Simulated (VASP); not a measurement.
Here is a VASP 6.6.1 calculation.

File INCAR:

```
PREC = Accurate ; ENCUT = 500
EDIFF = 1E-6 ; ISMEAR = 0
SIGMA = 0.02 ; LREAL = False
LASPH = True ; NELM = 120
ALGO = Normal ; ISIF = 2
LWAVE = False ; LCHARG = False
NBANDS = 15 ; GGA_COMPAT = False
```

File KPOINTS:

```
regular mesh
0
Gamma
  6 6 6
```

Contents of POSCAR:

```
CsI
1.0
    4.4021889081      0.0000000000      0.0000000000
    0.0000000000      4.4021889081      0.0000000000
    0.0000000000      0.0000000000      4.4021889081
Cs I
1 1
Direct
    0.0000000000      0.0000000000      0.0000000000
    0.5000000000      0.5000000000      0.5000000000
```

Potentials or basis: VASP PAW LDA potentials, release 64 (Cs_sv, I).

The run is started by

```sh
$ cat potpaw_LDA.64/Cs_sv/POTCAR potpaw_LDA.64/I/POTCAR > POTCAR
$ mpirun -np 1 vasp_std > vasp.out
```

Task: What does it give for the band gap on the k mesh?

Result: 3.77 eV, indirect (least direct gap 3.83 eV).

Task: Predict the pressure.

Result: 0.1 GPa.

Caveat: spin-orbit coupling is left out, which moves the levels of the heavy elements. LDA gaps usually lie below the measured ones, often by a third to a half.
